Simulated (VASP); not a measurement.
A run of VASP 6.6.1 is set up as follows.

The input INCAR:

```
PREC = Accurate ; ENCUT = 500
EDIFF = 1E-7 ; ISMEAR = 0
SIGMA = 0.1 ; LREAL = False
LASPH = True ; NELM = 120
ALGO = Normal ; ISIF = 3
LWAVE = False ; LCHARG = False
IBRION = 2 ; NSW = 60
EDIFFG = -0.03 ; GGA_COMPAT = False
NELMIN = 4
```

Contents of KPOINTS:

```
Automatic mesh
0
Gamma
  9 9 9
```

Contents of POSCAR:

```
AlIr
1.0
    2.9945500000      0.0000000000      0.0000000000
    0.0000000000      2.9945500000      0.0000000000
    0.0000000000      0.0000000000      2.9945500000
Al Ir
1 1
Direct
    0.0000000000      0.0000000000      0.0000000000
    0.5000000000      0.5000000000      0.5000000000
```

Potentials or basis: VASP PAW LDA potentials, release 64 (Al, Ir).

The run is started by

```console
$ cat potpaw_LDA.64/Al/POTCAR potpaw_LDA.64/Ir/POTCAR > POTCAR
$ mpirun -np 1 vasp_std > vasp.out
```

What does it give for the space group after relaxing (to 0.05 Å)?

Pm-3m (No. 221).

Estimate the relaxed volume.

13.15 Å³/atom.

Final structure:
```
Al Ir
1.0
     2.97350    0.00000    0.00000
     0.00000    2.97350    0.00000
     0.00000    0.00000    2.97350
Al Ir
1 1
Cartesian
  0.0000 0.0000 0.0000
  1.4868 1.4868 1.4868
```
